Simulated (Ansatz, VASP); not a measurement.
BN: VASP beside Ansatz

```
CELL_PARAMETERS angstrom
0.00000 1.78581 1.81300
1.78581 0.00000 1.81300
1.78581 1.78581 0.00000
ATOMIC_POSITIONS crystal
B 0.00000 0.00000 0.00000
N 0.75000 0.75000 0.75000
```

Change from the starting cell: strain -0.015 along x and y, +0.000 along z, atoms carried along.

Alike in both runs: task single point; functional r2SCAN; k mesh 12 × 12 × 12; occupations gaussian, width 0.05 eV; no spin polarisation.

```csv
,VASP,Ansatz
version,VASP 6.6.1,Ansatz 0.2.0
potentials or method,"VASP PAW PBE potentials, release 64 (B, N), cutoff 520 eV","scalar-relativistic, plane waves, PAW"
valence electrons in the cell,8,8
```

|  | VASP | Ansatz | Ansatz less VASP |
| --- | --- | --- | --- |
| gap on the k mesh at the Fermi level (eV) | 4.86 | 4.88 | +0.023 |
| least direct gap on the mesh (eV) | 9.54 | 9.58 | +0.041 |
| pressure (GPa) | 7.9 | 6.8 | -1.18 |
| traceless stress, the component that is largest in VASP (GPa) | -6.76 | -6.78 | -0.018 |

VASP's potentials were made for PBE, not for r2SCAN.
